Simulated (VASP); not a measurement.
# HgH3 (P-6m2) in VASP: further runs

HgH3 is run at these levels: PBE; tasks: single point.

Program: VASP 6.6.1. These are calculated values, not measurements. Logs are shortened: lines on timing, memory, paths and dates and some standing lists are left out, and cuts for length are marked.

### Step 1. The cell of the first run

It takes space group P-6m2 (No. 187, hexagonal). The conventional cell has a = 3.082 Å, b = 3.082 Å, c = 4.805 Å, α = 90.00°, β = 90.00°, γ = 120.00°. Hg (site symmetry -6m2) has 18 H at 2.67 to 3.23 Å and 6 Hg at 3.08 Å within 3.5 Å. Within 1.4 Å of H (site symmetry mm2) lie 2 H at 1.07 Å.

The cell was generated, and may not be a known phase.

### Step 2. Single point, PBE

The input, INCAR:

```
PREC     = Accurate       # precision mode
ENCUT    = 520            # plane-wave cutoff, eV
EDIFF    = 1E-7           # SCF threshold, eV
ISMEAR   = 0              # smearing method
SIGMA    = 0.1            # smearing width, eV
LREAL    = False          # projectors in reciprocal space
LASPH    = True           # aspherical terms in the spheres
NELM     = 60             # most SCF steps
ALGO     = Normal         # electronic algorithm
ISIF     = 2              # what is computed and relaxed
LWAVE    = False          # write WAVECAR
LCHARG   = True           # write CHGCAR
GGA      = PE             # functional
LELF     = True           # ELF
LVHAR    = True         
NBANDS   = 16             # bands
```

The input, KPOINTS:

```
regular mesh
0
Gamma
  6 6 4
```

The input, POSCAR:

```
HgH3
1.0
    3.0817901065      0.0000000000      0.0000000000
   -1.5408950533      2.6689085214      0.0000000000
    0.0000000000      0.0000000000      4.8050954046
Hg H
1 3
Direct
    0.0000000000      0.0000000000      0.0000000000
    0.7819039822      0.2180960178      0.5000000000
    0.7819039822      0.5638079644      0.5000000000
    0.4361920356      0.2180960178      0.5000000000
```

Potentials or basis: VASP PAW PBE potentials, release 64 (Hg, H).

Run with:

```
> cat potpaw_PBE.64/Hg/POTCAR potpaw_PBE.64/H/POTCAR > POTCAR
> mpirun -np 1 vasp_std > vasp.out
```

OUTCAR:

```text
PREC = Accurate
   ENCUT = 520
   EDIFF = 1E-7
   ISMEAR = 0
   LREAL = False
   LASPH = True
   NELM = 60
   ISIF = 2
   GGA = PE

 ion  position               nearest neighbor table
   1  0.000  0.000  0.000-
   2  0.782  0.218  0.500-
   3  0.782  0.564  0.500-
   4  0.436  0.218  0.500-

  LATTYP: Found a hexagonal cell.
 ALAT       =     3.0817901065
 C/A-ratio  =     1.5591897042

  Lattice vectors:

 A1 = (   3.0817901065,   0.0000000000,   0.0000000000)
 A2 = (  -1.5408950533,   2.6689085214,   0.0000000000)
 A3 = (   0.0000000000,   0.0000000000,   4.8050954046)

Analysis of symmetry for initial positions (statically):
=====================================================================
 Subroutine PRICEL returns:
 Original cell was already a primitive cell.

 Routine SETGRP: Setting up the symmetry group for a
 hexagonal supercell.

 Subroutine GETGRP returns: Found 12 space group operations
 (whereof 12 operations were pure point group operations)
 out of a pool of 24 trial point group operations.

The static configuration has the point symmetry D_3h.

Analysis of symmetry for dynamics (positions and initial velocities):
=====================================================================
 Subroutine PRICEL returns:
 Original cell was already a primitive cell.

 Routine SETGRP: Setting up the symmetry group for a
 hexagonal supercell.

 Subroutine GETGRP returns: Found 12 space group operations
 (whereof 12 operations were pure point group operations)
 out of a pool of 24 trial point group operations.

The dynamic configuration has the point symmetry D_3h.

 Subroutine INISYM returns: Found 12 space group operations
 (whereof 12 operations are pure point group operations),
 and found     1 'primitive' translations

----------------------------------------------------------------------------------------

                                     Primitive cell

  volume of cell :      39.5220

  direct lattice vectors                    reciprocal lattice vectors
     3.081790107  0.000000000  0.000000000     0.324486732  0.187342502  0.000000000
    -1.540895053  2.668908521  0.000000000     0.000000000  0.374685004  0.000000000
     0.000000000  0.000000000  4.805095405     0.000000000  0.000000000  0.208112413

  length of vectors
     3.081790107  3.081790107  4.805095405     0.374685004  0.374685004  0.208112413

  position of ions in fractional coordinates (direct lattice)
     0.000000000  0.000000000  0.000000000
     0.781903982  0.218096018  0.500000000
     0.781903982  0.563807964  0.500000000
     0.436192036  0.218096018  0.500000000

  ion indices of the primitive-cell ions
   primitive index   ion index
                 1           1
                 2           2
                 3           3
                 4           4

----------------------------------------------------------------------------------------

 KPOINTS: regular mesh

Automatic generation of k-mesh.
 Grid dimensions read from file:
 generate k-points for:    6    6    4

 Generating k-lattice:

  Cartesian coordinates                     Fractional coordinates (reciprocal lattice)
     0.054081122  0.031223750  0.000000000     0.166666667  0.000000000  0.000000000
     0.000000000  0.062447501  0.000000000     0.000000000  0.166666667  0.000000000
     0.000000000  0.000000000  0.052028103     0.000000000  0.000000000  0.250000000

  Length of vectors
     0.062447501  0.062447501  0.052028103

  Shift w.r.t. Gamma in fractional coordinates (k-lattice)
     0.000000000  0.000000000  0.000000000

 Subroutine IBZKPT returns following result:
 ===========================================

 Found     21 irreducible k-points:

 Following reciprocal coordinates:
            Coordinates               Weight
  0.000000  0.000000  0.000000      1.000000
  0.166667  0.000000  0.000000      6.000000
  0.333333  0.000000  0.000000      6.000000
  0.500000  0.000000  0.000000      3.000000
  0.166667  0.166667  0.000000      6.000000
  0.333333  0.166667  0.000000     12.000000
[... 13 lines left out ...]
  0.333333  0.166667  0.500000     12.000000
  0.333333  0.333333  0.500000      2.000000
   k-points           NKPTS =     21   k-points in BZ     NKDIM =     21   number of bands    NBANDS=     16
   number of dos      NEDOS =    301   number of ions     NIONS =      4
   total plane-waves  NPLWV =  20736
   dimension x,y,z NGX =    24 NGY =   24 NGZ =   36
   dimension x,y,z NGXF=    48 NGYF=   48 NGZF=   72
   ions per type =               1   3
   NGX,Y,Z   is equivalent  to a cutoff of  12.95, 12.95, 12.46 a.u.
   NGXF,Y,Z  is equivalent  to a cutoff of  25.89, 25.89, 24.91 a.u.
 SYSTEM =  unknown system
   PREC   = accura    normal or accurate (medium, high low for compatibility)
   ISTART =      0    job   : 0-new  1-cont  2-samecut
   ICHARG =      2    charge: 1-file 2-atom 10-const
   ISPIN  =      1    spin polarized calculation?
   LNONCOLLINEAR =      F non collinear calculations
   LSORBIT =      F    spin-orbit coupling
   LASPH  =      T    aspherical Exc in radial PAW
   ENCUT  =  520.0 eV  38.22 Ry    6.18 a.u.   5.73  5.73  8.93*2*pi/ulx,y,z
   NELM   =     60;   NELMIN=  2; NELMDL= -5     # of ELM steps
   EDIFF  = 0.1E-06   stopping-criterion for ELM
   LREAL  =      F    real-space projection
   EDIFFG = 0.1E-05   stopping-criterion for IOM
   NSW    =      0    number of steps for IOM
   IBRION =     -1    ionic relax: 0-MD 1-quasi-New 2-CG
   NFREE  =      0    steps in history (QN), initial steepest desc. (CG)
   ISIF   =      2    stress and relaxation
   ISYM   =      2    0-nonsym 1-usesym 2-fastsym
   POTIM  = 0.5000    time-step for ionic-motion
   TEBEG  =    0.0;   TEEND  =   0.0 temperature during run
   PSTRESS=    0.0 pullay stress
   NELECT =      15.0000    total number of electrons
   NUPDOWN=      -1.0000    fix difference up-down
   EMIN   =  10.00;   EMAX   =-10.00  energy-range for DOS
   EFERMI =   0.00;   METHOD = LEGACY
   ISMEAR =     0;   SIGMA  =   0.10  broadening in eV -4-tet -1-fermi 0-gaus
   EFERMI_NEDOS =   21; number of points for ismear=-14 and -15
   IALGO  =     38    algorithm
   IMIX   =      4    mixing-type and parameters
     AMIX     =   0.40;   BMIX     =  1.00
     AMIX_MAG =   1.60;   BMIX_MAG =  1.00
  volume/ion in A,a.u.               =       9.88        66.68
  Fermi-wavevector in a.u.,A,eV,Ry     =   1.185293  2.239879 19.115085  1.404919
  Thomas-Fermi vector in A             =   2.321490
   LORBIT       =      0    0 simple, 1 ext, 2 COOP (PROOUT), +10 PAW based schemes
   GGA     = PE    functional components
   LHFCALC =     F    Hartree Fock is set to
   AEXX    =    0.0000 exact exchange contribution
   IVDW    =     0    specifies the selected vdW correction
   LEPSILON=     F    determine dielectric tensor
   LRPA    =     F    only Hartree local field effects (RPA)
 non-spin polarized calculation
 Gauss-broadening in eV      SIGMA  =   0.10
  energy-cutoff  :      520.00
  volume of cell :       39.52
 maximum number of plane-waves:      1085
 NGX is ok and might be reduce to    24
   NGX = 11   NGY = 11   NGZ = 17

 number of electron      14.9999999 magnetization

 Free energy of the ion-electron system (eV)
  ---------------------------------------------------
  ext. energy  EPLUGINS =         0.00000000
  ---------------------------------------------------
  free energy    TOTEN  =        -7.45731384 eV

  energy without entropy =       -7.45548646  energy(sigma->0) =       -7.45640015

 E-fermi :   1.9687     XC(G=0):  -9.9007

 val. band max:        1.8557663162   @ k =   0.3333   0.3333   0.0000
 cond. band min:       2.0316797900   @ k =   0.1667   0.1667   0.5000
 fundamental gap:      0.1759134738
 Fermi energy:         1.9686922324

 k-point     1 :       0.0000    0.0000    0.0000
  band No.  band energies     occupation
      1     -10.2228      2.00000
      2      -6.3566      2.00000
      3      -5.1687      2.00000
      4      -5.1687      2.00000
      5      -4.3496      2.00000
      6      -4.3496      2.00000
[... 8 lines left out ...]
     15      19.2482      0.00000
     16      19.4132      0.00000

 k-point     2 :       0.1667    0.0000    0.0000
  band No.  band energies     occupation
      1      -9.7838      2.00000
      2      -5.9335      2.00000
      3      -5.2431      2.00000
      4      -4.8568      2.00000
      5      -4.6877      2.00000
      6      -4.4054      2.00000
[... 8 lines left out ...]
     15      17.2924      0.00000
     16      18.8849      0.00000

 k-point     3 :       0.3333    0.0000    0.0000
  band No.  band energies     occupation
      1      -8.6634      2.00000
      2      -5.9508      2.00000
      3      -5.2260      2.00000
      4      -4.7228      2.00000
      5      -4.5152      2.00000
      6      -4.1671      2.00000
[... 8 lines left out ...]
     15      18.0771      0.00000
     16      18.8828      0.00000

 k-point     4 :       0.5000    0.0000    0.0000
  band No.  band energies     occupation
      1      -7.8432      2.00000
      2      -6.0894      2.00000
      3      -5.4513      2.00000
      4      -4.7669      2.00000
      5      -4.5693      2.00000
      6      -3.7800      2.00000
[... 8 lines left out ...]
     15      17.3538      0.00000
     16      19.1242      0.00000
[... 267 lines left out ...]
 k-point    19 :       0.1667    0.1667    0.5000
  band No.  band energies     occupation
      1      -8.7827      2.00000
      2      -5.4484      2.00000
      3      -5.3657      2.00000
      4      -4.8191      2.00000
      5      -4.5667      2.00000
      6      -4.4734      2.00000
[... 8 lines left out ...]
     15      17.3644      0.00000
     16      19.9382      0.00000

 k-point    20 :       0.3333    0.1667    0.5000
  band No.  band energies     occupation
      1      -7.9318      2.00000
      2      -5.7143      2.00000
      3      -5.0483      2.00000
      4      -4.6626      2.00000
      5      -4.6521      2.00000
      6      -4.2726      2.00000
[... 8 lines left out ...]
     15      17.2432      0.00000
     16      18.3549      0.00000

 k-point    21 :       0.3333    0.3333    0.5000
  band No.  band energies     occupation
      1      -7.5869      2.00000
      2      -5.1878      2.00000
      3      -4.9888      2.00000
      4      -4.9621      2.00000
      5      -4.6268      2.00000
      6      -4.5802      2.00000
[... 8 lines left out ...]
     15      15.7939      0.00000
     16      17.3907      0.00000

------------------------ aborting loop because EDIFF is reached ----------------------------------------

  FORCE on cell =-STRESS in cart. coord.  units (eV):
  Direction    XX          YY          ZZ          XY          YZ          ZX
  --------------------------------------------------------------------------------------
  -------------------------------------------------------------------------------------
  Total        0.0090008      0.0090008     -0.0862674     -0.0000000      0.0000000      0.0000000
  in kB        0.3648806      0.3648806     -3.4971862     -0.0000000      0.0000000      0.0000000
  external PRESSURE =      -0.9224750 kB  Pullay stress =       0.0000000 kB

 VOLUME and BASIS-vectors are now :
 -----------------------------------------------------------------------------
  energy-cutoff  :      520.00
  volume of cell :       39.52
      direct lattice vectors                 reciprocal lattice vectors
     3.081790107  0.000000000  0.000000000     0.324486732  0.187342502  0.000000000
    -1.540895053  2.668908521  0.000000000     0.000000000  0.374685004  0.000000000
     0.000000000  0.000000000  4.805095405     0.000000000  0.000000000  0.208112413

 POSITION                                       TOTAL-FORCE (eV/Angst)
 -----------------------------------------------------------------------------------
      0.00000      0.00000      0.00000        -0.000000      0.000000      0.000000
      2.07360      0.58208      2.40255        -0.007283      0.004205      0.000000
      1.54090      1.50475      2.40255         0.000000     -0.008410     -0.000000
      1.00819      0.58208      2.40255         0.007283      0.004205      0.000000
 -----------------------------------------------------------------------------------
    total drift:                               -0.000000      0.000000      0.000000

  FREE ENERGIE OF THE ION-ELECTRON SYSTEM (eV)
  ---------------------------------------------------
  free  energy   TOTEN  =        -7.4573138440 eV

  energy  without entropy=       -7.4554864623  energy(sigma->0) =       -7.45640015
```

It took 6.3 s on 1 thread of Intel Xeon 6975P-C (Granite Rapids), shared host; peak memory 0.15 GiB.

Results:

```yaml
Free_energy: -7.4573 eV
Pressure: -0.1 GPa
Largest_force: 0.008 eV/Å
Band_gap_on_the_k_mesh: zero (an odd number of electrons rules out a gap without spin polarisation)
```

Forces in eV/Å, atoms in the order of the input:
```
Hg   0.000  0.000  0.000
H   -0.007  0.004  0.000
H    0.000 -0.008  0.000
H    0.007  0.004  0.000
```

Caveat: the k points lie up to 0.39 Å⁻¹ apart, too coarse for converged energies and pressures of a metal; spin-orbit coupling is left out, which moves the levels of the heavy elements.

(Part 1 of 2 ends here.)

The gap in the log of VASP goes by the Fermi energy; the results here count the filled bands.